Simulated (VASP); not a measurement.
# Pd (P6_3/mmc) in VASP: a series of runs, part 2 of 2

VASP 6.6.1.

**3. Single point, RPBE, collinear spin (15.81 Å³/atom)**

File INCAR:

```
SYSTEM = Pd
  PREC = Accurate
  ENCUT = 520
  EDIFF = 1E-6
  ISMEAR = -1
  SIGMA = 0.05
  LREAL = .FALSE.
  LASPH = .TRUE.
  NELM = 150
  ALGO = Normal
  ISIF = 2
  LWAVE = .FALSE.
  LCHARG = .TRUE.
  ISPIN = 2
  MAGMOM = 0.387 0.387 0.395 0.395
  LORBIT = 11
  LMAXMIX = 4
  GGA = RP
  LELF = .TRUE.
  LVHAR = .TRUE.
  NBANDS = 32
```

File KPOINTS:

```
Automatic mesh
0
G
  14 14 4
  0 0 0
```

File POSCAR:

```
Pd
1.0
    2.8055079162      0.0000000000      0.0000000000
   -1.4027539581      2.4296411259      0.0000000000
    0.0000000000      0.0000000000      9.2794682030
Pd
4
Direct
    0.0000000000      0.0000000000      1.0000000000
    0.0000000000      0.0000000000      0.5000000000
    0.3333333333      0.6666666667      0.2500000000
    0.6666666667      0.3333333333      0.7500000000
```

Potentials or basis: VASP PAW PBE potentials, release 64 (Pd).

Command:

```bash
$ cat potpaw_PBE.64/Pd/POTCAR > POTCAR
$ mpirun -np 1 vasp_std > vasp.out
```

OUTCAR:

```text
SYSTEM = Pd
   PREC = Accurate
   ENCUT = 520
   EDIFF = 1E-6
   ISMEAR = -1
   LREAL = .FALSE.
   LASPH = .TRUE.
   NELM = 150
   ISIF = 2
   ISPIN = 2
   LORBIT = 11
   GGA = RP

 ion  position               nearest neighbor table
   1  0.000  0.000  0.000-   3 2.83   4 2.83   3 2.83   4 2.83   4 2.83   3 2.83
   2  0.000  0.000  0.500-   3 2.83   4 2.83   3 2.83   4 2.83   4 2.83   3 2.83
   3  0.333  0.667  0.250-   1 2.83   2 2.83   1 2.83   2 2.83   1 2.83   2 2.83
   4  0.667  0.333  0.750-   1 2.83   2 2.83   1 2.83   2 2.83   1 2.83   2 2.83

  LATTYP: Found a hexagonal cell.
 ALAT       =     2.8055079162
 C/A-ratio  =     3.3075893849

  Lattice vectors:

 A1 = (   2.8055079162,   0.0000000000,   0.0000000000)
 A2 = (  -1.4027539581,   2.4296411259,   0.0000000000)
 A3 = (   0.0000000000,   0.0000000000,   9.2794682030)

Analysis of symmetry for initial positions (statically):
=====================================================================
 Subroutine PRICEL returns:
 Original cell was already a primitive cell.

 Routine SETGRP: Setting up the symmetry group for a
 hexagonal supercell.

 Subroutine GETGRP returns: Found 24 space group operations
 (whereof 12 operations were pure point group operations)
 out of a pool of 24 trial point group operations.

The static configuration has the point symmetry D_3d.
 The point group associated with its full space group is D_6h.

Analysis of symmetry for dynamics (positions and initial velocities):
=====================================================================
 Subroutine PRICEL returns:
 Original cell was already a primitive cell.

 Routine SETGRP: Setting up the symmetry group for a
 hexagonal supercell.

 Subroutine GETGRP returns: Found 24 space group operations
 (whereof 12 operations were pure point group operations)
 out of a pool of 24 trial point group operations.

The dynamic configuration has the point symmetry D_3d.
 The point group associated with its full space group is D_6h.

Analysis of structural, dynamic, and magnetic symmetry:
[... 166 lines left out ...]
 val. band max:        8.7988493774   @ k =   0.3571   0.2857   0.2500
 cond. band min:       8.8026506440   @ k =   0.1429   0.0714   0.2500
 fundamental gap:      0.0038012666
 Fermi energy:         8.7988542327

 spin component 1

 k-point     1 :       0.0000    0.0000    0.0000
  band No.  band energies     occupation
      1       2.1902      1.00000
      2       3.7327      1.00000
      3       3.7419      1.00000
      4       3.8980      1.00000
      5       6.0124      1.00000
      6       6.0717      1.00000
[... 829 lines left out ...]
     31      21.2843      0.00000
     32      21.5651      0.00000

 [... further k-points ...]

 spin component 2

 k-point     1 :       0.0000    0.0000    0.0000
  band No.  band energies     occupation
      1       2.1968      1.00000
      2       3.8034      1.00000
      3       3.8074      1.00000
      4       4.1027      1.00000
      5       6.3016      1.00000
      6       6.3232      1.00000
[... 829 lines left out ...]
     31      21.3416      0.00000
     32      21.6522      0.00000

 [... further k-points ...]

------------------------ aborting loop because EDIFF is reached ----------------------------------------

  FORCE on cell =-STRESS in cart. coord.  units (eV):
  Direction    XX          YY          ZZ          XY          YZ          ZX
  --------------------------------------------------------------------------------------
  -------------------------------------------------------------------------------------
  Total        0.1405966      0.1405966     -0.2307429      0.0000000      0.0000000      0.0000000
  in kB        3.5613003      3.5613003     -5.8446996      0.0000000      0.0000000      0.0000000
  external PRESSURE =       0.4259670 kB  Pullay stress =       0.0000000 kB

 VOLUME and BASIS-vectors are now :
 -----------------------------------------------------------------------------
  energy-cutoff  :      520.00
  volume of cell :       63.25
      direct lattice vectors                 reciprocal lattice vectors
     2.805507916  0.000000000  0.000000000     0.356441696  0.205791709  0.000000000
    -1.402753958  2.429641126  0.000000000     0.000000000  0.411583418  0.000000000
     0.000000000  0.000000000  9.279468203     0.000000000  0.000000000  0.107764796

 POSITION                                       TOTAL-FORCE (eV/Angst)
 -----------------------------------------------------------------------------------
      0.00000      0.00000      0.00000         0.000000      0.000000      0.000000
      0.00000      0.00000      4.63973         0.000000      0.000000      0.000000
     -0.00000      1.61976      2.31987         0.000000     -0.000000     -0.000000
      1.40275      0.80988      6.95960        -0.000000      0.000000     -0.000000
 -----------------------------------------------------------------------------------
    total drift:                               -0.000000      0.000000      0.000000

  FREE ENERGIE OF THE ION-ELECTRON SYSTEM (eV)
  ---------------------------------------------------
  free  energy   TOTEN  =       -18.5001447262 eV

  energy  without entropy=      -18.4388677699  energy(sigma->0) =      -18.46950625

 total charge

# of ion       s       p       d       tot
------------------------------------------
    1        0.459   0.406   8.449   9.315
    2        0.459   0.406   8.449   9.315
    3        0.459   0.408   8.447   9.314
    4        0.459   0.408   8.447   9.314
--------------------------------------------------
tot          1.837   1.628  33.792  37.256

 magnetization (x)

# of ion       s       p       d       tot
------------------------------------------
    1       -0.002  -0.009   0.396   0.384
    2       -0.002  -0.009   0.396   0.384
    3       -0.002  -0.009   0.406   0.395
    4       -0.002  -0.009   0.406   0.395
--------------------------------------------------
tot         -0.010  -0.036   1.604   1.558
```

OSZICAR:

```text
N       E                     dE             d eps       ncg     rms          rms(c)
DAV:   1     0.259926472711E+03    0.25993E+03   -0.19416E+04  9216   0.120E+03
DAV:   2    -0.127342875630E+02   -0.27266E+03   -0.25630E+03 10104   0.290E+02
DAV:   3    -0.192431330416E+02   -0.65088E+01   -0.64185E+01 10944   0.493E+01
DAV:   4    -0.192985759300E+02   -0.55443E-01   -0.55430E-01 10496   0.445E+00
DAV:   5    -0.192996283928E+02   -0.10525E-02   -0.10524E-02 11072   0.670E-01    0.124E+01
DAV:   6    -0.185285345423E+02    0.77109E+00   -0.19677E+00 10304   0.105E+01    0.646E+00
DAV:   7    -0.185327786450E+02   -0.42441E-02   -0.22013E-01 10392   0.331E+00    0.354E+00
DAV:   8    -0.186892795427E+02   -0.15650E+00   -0.15660E+00  9792   0.932E+00    0.482E+00
DAV:   9    -0.184975518148E+02    0.19173E+00   -0.66548E-01  9624   0.666E+00    0.460E-01
DAV:  10    -0.184991622243E+02   -0.16104E-02   -0.80049E-03 10464   0.527E-01    0.235E-01
DAV:  11    -0.184993400139E+02   -0.17779E-03   -0.13736E-04 10752   0.710E-02    0.213E-01
DAV:  12    -0.184997620868E+02   -0.42207E-03   -0.35465E-04 10560   0.120E-01    0.133E-01
DAV:  13    -0.185000446031E+02   -0.28252E-03   -0.95040E-05 10408   0.599E-02    0.586E-02
DAV:  14    -0.185001280013E+02   -0.83398E-04   -0.30244E-05 10360   0.328E-02    0.291E-02
DAV:  15    -0.185001430653E+02   -0.15064E-04   -0.44037E-05 10296   0.414E-02    0.160E-02
DAV:  16    -0.185001443597E+02   -0.12944E-05   -0.47151E-06  8384   0.185E-02    0.603E-03
DAV:  17    -0.185001447262E+02   -0.36647E-06   -0.46538E-07  5264   0.456E-03
   1 F= -.18500145E+02 E0= -.18469506E+02  d E =-.612770E-01  mag=     1.5455
```

stdout:

```text
POSCAR found type information on POSCAR Pd
 POSCAR found :  1 types and       4 ions
 scaLAPACK will be used
 -----------------------------------------------------------------------------
|                                                                             |
|                                                                             |
|     You enforced a specific xc type in the INCAR file but a different       |
|     I HOPE YOU KNOW WHAT YOU ARE DOING!                                     |
|                                                                             |
 -----------------------------------------------------------------------------

 LDA part: xc-table for (Slater+PW92), standard interpolation
 POSCAR, INCAR and KPOINTS ok, starting setup
 FFT: planning ... GRIDC
 FFT: planning ... GRID_SOFT
 FFT: planning ... GRID
 WAVECAR not read
 entering main loop
```

Run time: 5.7 min. Hardware: 1 thread of Oxide Virtual Turin-like, shared host; peak memory 0.32 GiB.

Results:

```yaml
Free_energy: -18.5001 eV
Pressure: 0.0 GPa
Net_moment: 1.55 μB per cell
Site_moments: Pd +0.38, +0.40 (each value once) μB
Valence_electrons_inside_the_program's_atomic_spheres: Pd 9.31
```

Stress tensor (GPa, compression positive):
```
 0.36  0.00  0.00
 0.00  0.36  0.00
 0.00  0.00 -0.58
```

Caveat: the PAW data sets were made with another functional, which shifts forces and pressure a little.

**4. Single point, RPBE, collinear spin (16.45 Å³/atom)**

This run uses another cell than the first one, of 16.45 Å³/atom.

File INCAR:

```
  ALGO = Normal
  EDIFF = 1E-6
  ENCUT = 520
  GGA = RP
  ISIF = 2
  ISMEAR = -1
  ISPIN = 2
  LASPH = T
  LCHARG = T
  LELF = T
  LMAXMIX = 4
  LORBIT = 11
  LREAL = F
  LVHAR = T
  LWAVE = F
  MAGMOM = 0.387 0.387 0.395 0.395
  NBANDS = 32
  NELM = 150
  PREC = Accurate
  SIGMA = 0.05
```

File KPOINTS:

```
k-points
0
Gamma
  14 14 4
```

File POSCAR:

```
Pd
1.0
    2.8424267278      0.0000000000      0.0000000000
   -1.4212133639      2.4616137547      0.0000000000
    0.0000000000      0.0000000000      9.4015804724
Pd
4
Direct
    0.0000000000      0.0000000000      1.0000000000
    0.0000000000      0.0000000000      0.5000000000
    0.3333333333      0.6666666667      0.2500000000
    0.6666666667      0.3333333333      0.7500000000
```

Command:

```bash
$ cat potpaw_PBE.64/Pd/POTCAR > POTCAR
$ mpirun -np 1 vasp_std > vasp.out
```

Run time: 5.9 min. Hardware: 1 thread of Oxide Virtual Turin-like, shared host; peak memory 0.32 GiB.

It converged, with:

- Free energy: -18.4600 eV
- Pressure: -5.1 GPa
- Net moment: 1.60 μB per cell
- Site moments: Pd +0.40, +0.41 (each value once) μB
- Valence electrons inside the program's atomic spheres: Pd 9.25

Stress tensor (GPa, compression positive):
```
-4.83  0.00  0.00
 0.00 -4.83  0.00
 0.00  0.00 -5.58
```

Levels at points of the mesh, in eV from the Fermi level:
Spin up:
| k point | band 17 | band 18 | band 19 | band 20 | band 21 | band 22 | band 23 | band 24 |
| --- | --- | --- | --- | --- | --- | --- | --- | --- |
| (0.00, 0.00, 0.00) | -1.43 | -1.06 | -1.06 | -0.78 | -0.78 | -0.31 | -0.31 | 1.16 |
| (0.50, 0.00, 0.00) | -0.16 | -0.08 | -0.07 | -0.06 | 1.61 | 2.51 | 3.41 | 3.86 |
| (0.00, 0.00, 0.50) | -1.26 | -1.26 | -0.69 | -0.69 | -0.51 | -0.51 | -0.51 | -0.51 |
| (0.50, 0.00, 0.50) | -0.20 | -0.20 | -0.08 | -0.08 | 2.35 | 2.35 | 3.63 | 3.63 |
Spin down:
```csv
k point,band 15,band 16,band 17,band 18,band 19,band 20,band 21,band 22,band 23,band 24
"(0.00, 0.00, 0.00)",-1.96,-1.18,-1.18,-0.78,-0.78,-0.50,-0.50,0.00,0.00,1.13
"(0.50, 0.00, 0.00)",0.12,0.13,0.20,0.28,0.29,0.31,1.63,2.51,3.54,3.99
"(0.00, 0.00, 0.50)",-0.99,-0.99,-0.99,-0.99,-0.62,-0.62,-0.21,-0.21,-0.21,-0.21
"(0.50, 0.00, 0.50)",-0.34,-0.34,0.15,0.15,0.28,0.28,2.45,2.45,3.72,3.72
```

Caveat: the cell stands under tension; the PAW data sets were made with another functional, which shifts forces and pressure a little.

**5. Relaxation of cell and atoms, RPBE, collinear spin**

This run uses another cell than the first one, of 14.71 Å³/atom.

File INCAR:

```
PREC     = Accurate       # precision mode
ENCUT    = 600            # plane-wave cutoff, eV
EDIFF    = 1E-6           # SCF threshold, eV
ISMEAR   = -1             # smearing method
SIGMA    = 0.05           # smearing width, eV
LREAL    = False          # projectors in reciprocal space
LASPH    = True           # aspherical terms in the spheres
NELM     = 150            # most SCF steps
ALGO     = Normal         # electronic algorithm
ISIF     = 3              # what is computed and relaxed
LWAVE    = False          # write WAVECAR
LCHARG   = False          # write CHGCAR
ISPIN    = 2              # spin polarisation
MAGMOM   = 0.5 0.5 0.5 0.5 # initial moments
LORBIT   = 11             # projections on sites
LMAXMIX  = 4              # l up to which the mixer works
GGA      = RP             # functional
IBRION   = 2              # ionic algorithm
NSW      = 80             # ionic steps
EDIFFG   = -0.01          # ionic threshold
```

File KPOINTS:

```
Automatic mesh
0
Gamma
  13 13 4
```

File POSCAR:

```
Pd
1.0
    2.7505001182      0.0000000000      0.0000000000
   -1.3752500591      2.3820029755      0.0000000000
    0.0000000000      0.0000000000      8.9831333861
Pd
4
Direct
    0.0000000000      0.0000000000      0.0000000000
    0.0000000000      0.0000000000      0.5000000000
    0.3333333333      0.6666666667      0.2500000000
    0.6666666667      0.3333333333      0.7500000000
```

Command:

```bash
$ cat potpaw_PBE.64/Pd/POTCAR > POTCAR
$ mpirun -np 1 vasp_std > vasp.out
```

Run time: 43 min. Hardware: 1 thread of Oxide Virtual Turin-like, shared host; peak memory 0.3 GiB.

Results (log left out):

* Free energy: -18.4994 eV
* Relaxed volume: 15.78 Å³/atom
* Relaxed cell: a = 2.804 Å, b = 2.804 Å, c = 9.271 Å, α = 90.00°, β = 90.00°, γ = 120.00°
* Space group after relaxing (to 0.1 Å): P6_3/mmc (No. 194)
* Energy gained by relaxing: 38.8 meV/atom
* Ionic steps: 10
* Pressure after relaxing: 0.0 GPa
* Band gap on the k mesh: zero (filled and empty bands overlap)
* Net moment: 0.00 μB per cell
* Valence electrons inside the program's atomic spheres: Pd 9.32

The path:
```csv
step,energy change (eV),largest force (eV/Å),pressure (GPa),volume (Å³)
1,0.0000,0.0000,12.47,58.85
2,0.0617,0.0000,-10.35,69.16
3,-0.1541,0.0000,-0.21,63.21
4,-0.1541,0.0000,-0.04,63.12
5,-0.1541,0.0000,0.16,63.03
6,-0.1550,0.0000,0.20,63.02
7,-0.1553,0.0000,0.22,63.02
8,-0.1553,0.0000,0.22,63.02
9,-0.1553,0.0000,-0.29,63.23
10,-0.1554,0.0000,0.00,63.11
```

Final structure:
```
Pd
1.0
     2.80361    0.00000    0.00000
    -1.40180    2.42799    0.00000
     0.00000    0.00000    9.27070
Pd
4
Direct
  0.00000 0.00000 0.00000
  0.00000 0.00000 0.50000
  0.33333 0.66667 0.25000
  0.66667 0.33333 0.75000
```

Levels at points of the mesh, in eV from the Fermi level:
Spin up:
```tsv
k point	band 18	band 19	band 20	band 21	band 22	band 23
(0.00, 0.00, 0.00)	-0.95	-0.95	-0.64	-0.64	-0.13	-0.13
(0.00, 0.00, 0.50)	-1.17	-0.74	-0.74	-0.35	-0.35	-0.35
```
Spin down:
| k point | band 18 | band 19 | band 20 | band 21 | band 22 | band 23 |
| --- | --- | --- | --- | --- | --- | --- |
| (0.00, 0.00, 0.00) | -0.95 | -0.95 | -0.64 | -0.64 | -0.13 | -0.13 |
| (0.00, 0.00, 0.50) | -1.17 | -0.74 | -0.74 | -0.35 | -0.35 | -0.35 |

Caveat: the PAW data sets were made with another functional, which shifts forces and pressure a little.

**6. The runs side by side**

```csv
task,cell,k mesh,cutoff (eV),gap on the mesh (eV),pressure (GPa),moment (μB)
single point,"a = 2.806, b = 2.806, c = 9.279 Å, angles 90.0, 90.0, 120.0°, 4 atoms",17 × 17 × 5,500,none,-0.3,0.01
single point,"a = 2.806, b = 2.806, c = 9.279 Å, angles 90.0, 90.0, 120.0°, 4 atoms",14 × 14 × 4,520,none,0.0,1.55
single point,"a = 2.842, b = 2.842, c = 9.402 Å, angles 90.0, 90.0, 120.0°, 4 atoms",14 × 14 × 4,520,none,-5.1,1.60
relaxation of cell and atoms,"relaxed from a = 2.751, b = 2.751, c = 8.983 Å, angles 90.0, 90.0, 120.0°, 4 atoms",13 × 13 × 4,600,none,0.0,0.00
```

Alike in all rows: level RPBE; potentials or basis VASP PAW PBE potentials, release 64 (Pd); spin collinear; smearing fermi-dirac 0.05 eV.

Caveats: the PAW data sets were made with another functional, which shifts forces and pressure a little; the cell stands under tension (at least some runs).

Absolute energies hang on the potentials; compare differences alone.
